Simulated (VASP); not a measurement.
# WS2 in VASP: single point with PBE+D3(BJ)

Aim: the single point of WS2 with PBE+D3(BJ).

All numbers are computed with VASP 6.6.1; they aren't measurements. Logs are shortened: lines on timing, memory, paths and dates and some standing lists are left out, and cuts for length are marked.

## 1. The cell of the first run

The cell holds a slab with vacuum, 6 atoms: a = 3.160 Å, b = 3.160 Å, c = 37.091 Å, α = 90.00°, β = 90.00°, γ = 120.00°.

## 2. Single point, PBE+D3(BJ)

File INCAR:

```
SYSTEM = WS2
  ALGO = Normal
  DIPOL = 0.5 0.5 0.500
  EDIFF = 1E-6
  ENCUT = 520
  GGA = PE
  IDIPOL = 3
  ISIF = 2
  ISMEAR = 0
  IVDW = 12
  LASPH = .True.
  LCHARG = .True.
  LDIPOL = .True.
  LELF = .True.
  LREAL = .False.
  LVACPOTAV = .True.
  LVHAR = .True.
  LWAVE = .False.
  NBANDS = 35
  NELM = 80
  PREC = Accurate
  SIGMA = 0.05
```

File KPOINTS:

```
k-points
0
Gamma
  9 9 1
  0 0 0
```

File POSCAR:

```
WS2
1.0
    3.1597167015      0.0000000000      0.0000000000
   -1.5798583508      2.7363949323      0.0000000000
    0.0000000000      0.0000000000     37.0914745296
S W
4 2
Direct
    0.6666666667      0.3333333333      0.2291631731
    0.6666666667      0.3333333333      0.3141424661
    0.6666666667      0.3333333333      0.6858575339
    0.6666666667      0.3333333333      0.7708368269
    0.3333333333      0.6666666667      0.2716528196
    0.3333333333      0.6666666667      0.7283471804
```

Potentials or basis: VASP PAW PBE potentials, release 64 (S, W_sv).

The run is started by

```bash
cat potpaw_PBE.64/S/POTCAR potpaw_PBE.64/W_sv/POTCAR > POTCAR
mpirun -np 1 vasp_std > vasp.out
```

OUTCAR:

```text
SYSTEM = WS2
   EDIFF = 1E-6
   ENCUT = 520
   GGA = PE
   ISIF = 2
   ISMEAR = 0
   IVDW = 12
   LASPH = .True.
   LREAL = .False.
   NELM = 80
   PREC = Accurate
 IVDW          = 12

 ion  position               nearest neighbor table
   1  0.667  0.333  0.229-   5 2.41   5 2.41   5 2.41
   2  0.667  0.333  0.314-   5 2.41   5 2.41   5 2.41
   3  0.667  0.333  0.686-   6 2.41   6 2.41   6 2.41
   4  0.667  0.333  0.771-   6 2.41   6 2.41   6 2.41
   5  0.333  0.667  0.272-   1 2.41   2 2.41   1 2.41   2 2.41   1 2.41   2 2.41
   6  0.333  0.667  0.728-   3 2.41   4 2.41   3 2.41   4 2.41   3 2.41   4 2.41

  LATTYP: Found a hexagonal cell.
 ALAT       =     3.1597167015
 C/A-ratio  =    11.7388608010

  Lattice vectors:

 A1 = (   3.1597167015,   0.0000000000,   0.0000000000)
 A2 = (  -1.5798583508,   2.7363949323,   0.0000000000)
 A3 = (   0.0000000000,   0.0000000000,  37.0914745296)

Analysis of symmetry for initial positions (statically):
=====================================================================
 Subroutine PRICEL returns:
 Original cell was already a primitive cell.

 Routine SETGRP: Setting up the symmetry group for a
 hexagonal supercell.

 Subroutine GETGRP returns: Found 12 space group operations
 (whereof 12 operations were pure point group operations)
 out of a pool of 24 trial point group operations.

The static configuration has the point symmetry D_3h.

Analysis of symmetry for dynamics (positions and initial velocities):
=====================================================================
 Subroutine PRICEL returns:
 Original cell was already a primitive cell.

 Routine SETGRP: Setting up the symmetry group for a
 hexagonal supercell.

 Subroutine GETGRP returns: Found 12 space group operations
 (whereof 12 operations were pure point group operations)
 out of a pool of 24 trial point group operations.

The dynamic configuration has the point symmetry D_3h.

 Subroutine INISYM returns: Found 12 space group operations
 (whereof 12 operations are pure point group operations),
 and found     1 'primitive' translations

----------------------------------------------------------------------------------------

                                     Primitive cell

  volume of cell :     320.7015

  direct lattice vectors                    reciprocal lattice vectors
     3.159716701  0.000000000  0.000000000     0.316484069  0.182722163  0.000000000
    -1.579858351  2.736394932  0.000000000     0.000000000  0.365444325  0.000000000
     0.000000000  0.000000000 37.091474530     0.000000000  0.000000000  0.026960373

  length of vectors
     3.159716701  3.159716702 37.091474530     0.365444325  0.365444325  0.026960373

  position of ions in fractional coordinates (direct lattice)
     0.666666667  0.333333333  0.229163173
     0.666666667  0.333333333  0.314142466
     0.666666667  0.333333333  0.685857534
     0.666666667  0.333333333  0.770836827
     0.333333333  0.666666667  0.271652820
     0.333333333  0.666666667  0.728347180

  ion indices of the primitive-cell ions
   primitive index   ion index
                 1           1
                 2           2
                 3           3
                 4           4
                 5           5
                 6           6

----------------------------------------------------------------------------------------

 KPOINTS: k-points

Automatic generation of k-mesh.
 Grid dimensions read from file:
 generate k-points for:    9    9    1

 Generating k-lattice:

  Cartesian coordinates                     Fractional coordinates (reciprocal lattice)
     0.035164897  0.020302463  0.000000000     0.111111111  0.000000000  0.000000000
     0.000000000  0.040604925  0.000000000     0.000000000  0.111111111  0.000000000
     0.000000000  0.000000000  0.026960373     0.000000000  0.000000000  1.000000000

  Length of vectors
     0.040604925  0.040604925  0.026960373

  Shift w.r.t. Gamma in fractional coordinates (k-lattice)
     0.000000000  0.000000000  0.000000000

 Subroutine IBZKPT returns following result:
 ===========================================

 Found     12 irreducible k-points:

 Following reciprocal coordinates:
            Coordinates               Weight
  0.000000  0.000000  0.000000      1.000000
  0.111111 -0.000000  0.000000      6.000000
  0.222222  0.000000  0.000000      6.000000
  0.333333 -0.000000  0.000000      6.000000
  0.444444  0.000000  0.000000      6.000000
  0.111111  0.111111  0.000000      6.000000
  0.222222  0.111111  0.000000     12.000000
  0.333333  0.111111  0.000000     12.000000
  0.444444  0.111111  0.000000      6.000000
  0.222222  0.222222  0.000000      6.000000
  0.333333  0.222222  0.000000     12.000000
  0.333333  0.333333  0.000000      2.000000
   k-points           NKPTS =     12   k-points in BZ     NKDIM =     12   number of bands    NBANDS=     35
   number of dos      NEDOS =    301   number of ions     NIONS =      6
   total plane-waves  NPLWV = 161280
   dimension x,y,z NGX =    24 NGY =   24 NGZ =  280
   dimension x,y,z NGXF=    48 NGYF=   48 NGZF=  560
   ions per type =               4   2
   NGX,Y,Z   is equivalent  to a cutoff of  12.63, 12.63, 12.55 a.u.
   NGXF,Y,Z  is equivalent  to a cutoff of  25.25, 25.25, 25.10 a.u.
 SYSTEM =  WS2
   PREC   = accura    normal or accurate (medium, high low for compatibility)
   ISTART =      0    job   : 0-new  1-cont  2-samecut
   ICHARG =      2    charge: 1-file 2-atom 10-const
   ISPIN  =      1    spin polarized calculation?
   LNONCOLLINEAR =      F non collinear calculations
   LSORBIT =      F    spin-orbit coupling
   LASPH  =      T    aspherical Exc in radial PAW
   ENCUT  =  520.0 eV  38.22 Ry    6.18 a.u.   5.87  5.87 68.97*2*pi/ulx,y,z
   NELM   =     80;   NELMIN=  2; NELMDL= -5     # of ELM steps
   EDIFF  = 0.1E-05   stopping-criterion for ELM
   LREAL  =      F    real-space projection
   EDIFFG = 0.1E-04   stopping-criterion for IOM
   NSW    =      0    number of steps for IOM
   IBRION =     -1    ionic relax: 0-MD 1-quasi-New 2-CG
   NFREE  =      0    steps in history (QN), initial steepest desc. (CG)
   ISIF   =      2    stress and relaxation
   ISYM   =      2    0-nonsym 1-usesym 2-fastsym
   POTIM  = 0.5000    time-step for ionic-motion
   TEBEG  =    0.0;   TEEND  =   0.0 temperature during run
   PSTRESS=    0.0 pullay stress
   NELECT =      52.0000    total number of electrons
   NUPDOWN=      -1.0000    fix difference up-down
   EMIN   =  10.00;   EMAX   =-10.00  energy-range for DOS
   EFERMI =   0.00;   METHOD = LEGACY
   ISMEAR =     0;   SIGMA  =   0.05  broadening in eV -4-tet -1-fermi 0-gaus
   EFERMI_NEDOS =   21; number of points for ismear=-14 and -15
   IALGO  =     38    algorithm
   IMIX   =      4    mixing-type and parameters
     AMIX     =   0.40;   BMIX     =  1.00
     AMIX_MAG =   1.60;   BMIX_MAG =  1.00
  volume/ion in A,a.u.               =      53.45       360.70
  Fermi-wavevector in a.u.,A,eV,Ry     =   0.892707  1.686972 10.842834  0.796926
  Thomas-Fermi vector in A             =   2.014691
   LORBIT       =      0    0 simple, 1 ext, 2 COOP (PROOUT), +10 PAW based schemes
   GGA     = PE    functional components
   LHFCALC =     F    Hartree Fock is set to
   AEXX    =    0.0000 exact exchange contribution
   IVDW    =    12    specifies the selected vdW correction
   LEPSILON=     F    determine dielectric tensor
   LRPA    =     F    only Hartree local field effects (RPA)
 non-spin polarized calculation
 Gauss-broadening in eV      SIGMA  =   0.05
  energy-cutoff  :      520.00
  volume of cell :      320.70
 maximum number of plane-waves:      8690
 NGX is ok and might be reduce to    24
   NGX = 11   NGY = 11   NGZ =137

 number of electron      51.9999993 magnetization

 dipolmoment           0.000000      0.000000      0.000000 electrons x Angstroem

 Free energy of the ion-electron system (eV)
  ---------------------------------------------------
  ext. energy  EPLUGINS =         0.00000000
  ---------------------------------------------------
  free energy    TOTEN  =       -47.33246629 eV

  energy without entropy =      -47.33246629  energy(sigma->0) =      -47.33246629

 E-fermi :  -1.1419     XC(G=0):  -4.1889

 val. band max:       -1.5043712286   @ k =   0.3333   0.3333   0.0000
 cond. band min:       0.4178109227   @ k =   0.3333   0.3333   0.0000
 fundamental gap:      1.9221821512
 Fermi energy:        -1.1418841834

 k-point     1 :       0.0000    0.0000    0.0000
  band No.  band energies     occupation
      1     -75.5124      2.00000
      2     -75.5124      2.00000
      3     -39.7637      2.00000
      4     -39.7637      2.00000
      5     -39.5900      2.00000
      6     -39.5900      2.00000
[... 27 lines left out ...]
     34       1.5623      0.00000
     35       3.4854      0.00000

 k-point     2 :       0.1111   -0.0000    0.0000
  band No.  band energies     occupation
      1     -75.5103      2.00000
      2     -75.5103      2.00000
      3     -39.7561      2.00000
      4     -39.7561      2.00000
      5     -39.6327      2.00000
      6     -39.6327      2.00000
[... 27 lines left out ...]
     34       1.7944      0.00000
     35       3.8823      0.00000

 k-point     3 :       0.2222    0.0000    0.0000
  band No.  band energies     occupation
      1     -75.5048      2.00000
      2     -75.5048      2.00000
      3     -39.7395      2.00000
      4     -39.7395      2.00000
      5     -39.7365      2.00000
      6     -39.7365      2.00000
[... 27 lines left out ...]
     34       2.4878      0.00000
     35       4.5867      0.00000
[... 267 lines left out ...]
 k-point    11 :       0.3333    0.2222    0.0000
  band No.  band energies     occupation
      1     -75.4927      2.00000
      2     -75.4927      2.00000
      3     -39.8928      2.00000
      4     -39.8928      2.00000
      5     -39.7582      2.00000
      6     -39.7582      2.00000
[... 27 lines left out ...]
     34       3.7201      0.00000
     35       4.8146      0.00000

 k-point    12 :       0.3333    0.3333    0.0000
  band No.  band energies     occupation
      1     -75.4916      2.00000
      2     -75.4916      2.00000
      3     -39.8557      2.00000
      4     -39.8557      2.00000
      5     -39.8214      2.00000
      6     -39.8214      2.00000
[... 27 lines left out ...]
     34       4.1458      0.00000
     35       5.1180      0.00000

------------------------ aborting loop because EDIFF is reached ----------------------------------------

 Edisp (eV)   -1.86299

 E8    (eV) :    -0.8368

  FORCE on cell =-STRESS in cart. coord.  units (eV):
  Direction    XX          YY          ZZ          XY          YZ          ZX
  --------------------------------------------------------------------------------------
  -------------------------------------------------------------------------------------
  Total      -0.04366    -0.04366    -0.05444     0.00000    -0.00000    -0.00000
  in kB      -0.21813    -0.21813    -0.27195     0.00000    -0.00000    -0.00000
  external pressure =       -0.24 kB  Pullay stress =        0.00 kB

 VOLUME and BASIS-vectors are now :
 -----------------------------------------------------------------------------
  energy-cutoff  :      520.00
  volume of cell :      320.70
      direct lattice vectors                 reciprocal lattice vectors
     3.159716701  0.000000000  0.000000000     0.316484069  0.182722163  0.000000000
    -1.579858351  2.736394932  0.000000000     0.000000000  0.365444325  0.000000000
     0.000000000  0.000000000 37.091474530     0.000000000  0.000000000  0.026960373

 POSITION                                       TOTAL-FORCE (eV/Angst)
 -----------------------------------------------------------------------------------
      1.57986      0.91213      8.50000         0.000000      0.000000     -0.003159
      1.57986      0.91213     11.65201         0.000000     -0.000000      0.003456
      1.57986      0.91213     25.43947         0.000000     -0.000000     -0.003456
      1.57986      0.91213     28.59147         0.000000      0.000000      0.003159
     -0.00000      1.82426     10.07600        -0.000000      0.000000      0.000259
     -0.00000      1.82426     27.01547        -0.000000      0.000000     -0.000259
 -----------------------------------------------------------------------------------
    total drift:                               -0.000000      0.000000     -0.000000

  FREE ENERGIE OF THE ION-ELECTRON SYSTEM (eV)
  ---------------------------------------------------
  free  energy   TOTEN  =       -49.1954581322 eV

  energy  without entropy=      -49.1954581322  energy(sigma->0) =      -49.19545813

 vacuum level on the upper side and lower side of the slab         4.149         4.149
```

Run time: 6.5 min. Hardware: 1 thread of Intel Xeon 6975P-C, shared host; peak memory 0.44 GiB.

What came out:

| Quantity | Value |
| --- | --- |
| Free energy | -49.1955 eV |
| Largest force | 0.003 eV/Å |
| Band gap on the k mesh | 1.92 eV, direct |
| Dispersion energy per atom | -0.310 eV |

Forces on the atoms (eV/Å):
```
S    0.000  0.000 -0.003
S    0.000  0.000  0.003
S    0.000  0.000 -0.003
S    0.000  0.000  0.003
W    0.000  0.000  0.000
W    0.000  0.000  0.000
```

Caveat: spin-orbit coupling is left out, which moves the levels of the heavy elements.
